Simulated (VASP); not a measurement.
Runs of VASP 6.6.1 on AlCu. The structure is that of space group Pm-3m (No. 221), or close to it. The cells are those of the table. 

| task | level | potentials or basis | cell | cutoff (eV) | second run | gap on the mesh (eV) | pressure (GPa) | relaxed volume (Å³/atom) |
| --- | --- | --- | --- | --- | --- | --- | --- | --- |
| relaxation of cell and atoms | PBEsol | VASP PAW PBE potentials, release 64 (Al, Cu) | relaxed from a = 2.998 Å, 2 atoms | 600 | - | none | 0.0 | 13.01 |
| relaxation of cell and atoms | LDA | VASP PAW LDA potentials, release 64 (Al, Cu) | relaxed from a = 2.998 Å, 2 atoms | 600 | - | none | 0.0 | (b) |
| single point | PBEsol | VASP PAW PBE potentials, release 64 (Al, Cu) | a = 2.960 Å, 2 atoms | 520 | - | none | 0.8 | - |
| single point | BLYP+D3(BJ) | VASP PAW PBE potentials, release 64 (Al, Cu) | a = 2.921 Å, 2 atoms | 520 | - | none | 0.5 | - |
| relaxation of cell and atoms | BLYP+D3(BJ) | VASP PAW PBE potentials, release 64 (Al, Cu_sv_GW) | relaxed from a = 2.998 Å, 2 atoms | 700 | valence_matched | none | -0.1 | (a) |
| single point | LDA | VASP PAW LDA potentials, release 64 (Al, Cu_sv_GW) | a = 2.928 Å, 2 atoms | 700 | valence_matched | none | -1.8 | - |
| relaxation of cell and atoms | BLYP+D3(BJ) | VASP PAW PBE potentials, release 64 (Al, Cu) | relaxed from a = 2.998 Å, 2 atoms | 600 | - | none | 0.0 | (c) |
| single point | LDA | VASP PAW LDA potentials, release 64 (Al, Cu) | a = 2.928 Å, 2 atoms | 520 | - | none | 1.0 | - |

Alike in all rows: no spin polarisation; k mesh 7 × 7 × 7; smearing gaussian 0.1 eV.

Estimate the missing entries.

(a) 12.33; (b) 12.60; (c) 12.50.

Caveats: the PAW data sets were made with another functional, which shifts forces and pressure a little (some runs); pairwise dispersion overbinds metals, which lowers pressure and volume (some runs).

A gap of «none» marks levels without a gap at the run's occupations.

The runs don't all hold the same shells in valence.
